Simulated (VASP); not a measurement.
Wanted: the native input for a VASP 6.6.1 run.

- Task: single point
- Functional: PBEsol
- Potentials or basis: VASP PAW PBE potentials, release 64 (Na_pv)
- Cutoff: 520 eV
- k mesh: 7 × 7 × 4
- Occupations: fermi-dirac, width 0.05 eV
- Spin: no spin polarisation
- Dipole correction: no
- Further INCAR settings: ALGO = Normal; EDIFF = 1e-07; NBANDS = 14

The structure of Na lies in POSCAR:

```
Na
1.0
    3.7670000000      0.0000000000      0.0000000000
   -1.8835000000      3.2623176961      0.0000000000
    0.0000000000      0.0000000000      6.1540000000
Na
2
Direct
    0.6666666667      0.3333333333      0.7500000000
    0.3333333333      0.6666666667      0.2500000000
```

These files were run (other wordings do the same):

INCAR

```
PREC = Accurate
ENCUT = 520
EDIFF = 1E-7
ISMEAR = -1
SIGMA = 0.05
LREAL = False
LASPH = True
NELM = 100
ALGO = Normal
ISIF = 2
LWAVE = False
LCHARG = False
GGA = PS
NBANDS = 14
```

KPOINTS

```
Automatic mesh
0
Gamma
  7 7 4
```

Potentials or basis: VASP PAW PBE potentials, release 64 (Na_pv).

The run is started by

```console
$ cat potpaw_PBE.64/Na_pv/POTCAR > POTCAR
$ mpirun -np 1 vasp_std > vasp.out
```

It gave:

The pressure is -0.3 GPa and the band gap on the k mesh is zero (band 7 reaches 1.49 eV, above the bottom of band 8 at -1.97 eV).

Caveat: the PAW data sets were made with another functional, which shifts forces and pressure a little.

It used 22 s of CPU time on 1 thread of AMD EPYC 7R13 Processor (Zen 3) (shared host).
